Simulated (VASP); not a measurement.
Input of a VASP 6.6.1 run:

INCAR

```
  PREC = Accurate
  ENCUT = 520
  EDIFF = 1E-6
  ISMEAR = 0
  SIGMA = 0.1
  LREAL = False
  LASPH = True
  NELM = 60
  ALGO = Normal
  ISIF = 2
  LWAVE = False
  LCHARG = True
  LDIPOL = True
  IDIPOL = 3
  DIPOL = 0.5 0.5 0.294
  GGA = PE
  LELF = True
  LVHAR = True
  LVACPOTAV = True
  NBANDS = 21
```

File KPOINTS:

```
Automatic mesh
0
Gamma
  12 12 1
```

Contents of POSCAR:

```
MgTl2
1.0
    5.4127812652      0.0000000000      0.0000000000
   -2.7063906326      4.6876060808      0.0000000000
    0.0000000000      0.0000000000     23.8000000000
Mg Tl
1 2
Direct
    0.0000000000      0.0000000000      0.2941176471
    0.3333333333      0.6666666667      0.2941176471
    0.6666666667      0.3333333333      0.2941176471
```

Potentials or basis: VASP PAW PBE potentials, release 64 (Mg, Tl_d).

Run with:

```sh
$ cat potpaw_PBE.64/Mg/POTCAR potpaw_PBE.64/Tl_d/POTCAR > POTCAR
$ mpirun -np 1 vasp_std > vasp.out
```

(1) Estimate the band gap on the k mesh.

## Answers

(1) zero (bands 14 and 15 overlap by 1.74 eV).

Caveat: spin-orbit coupling is left out, which moves the levels of the heavy elements.
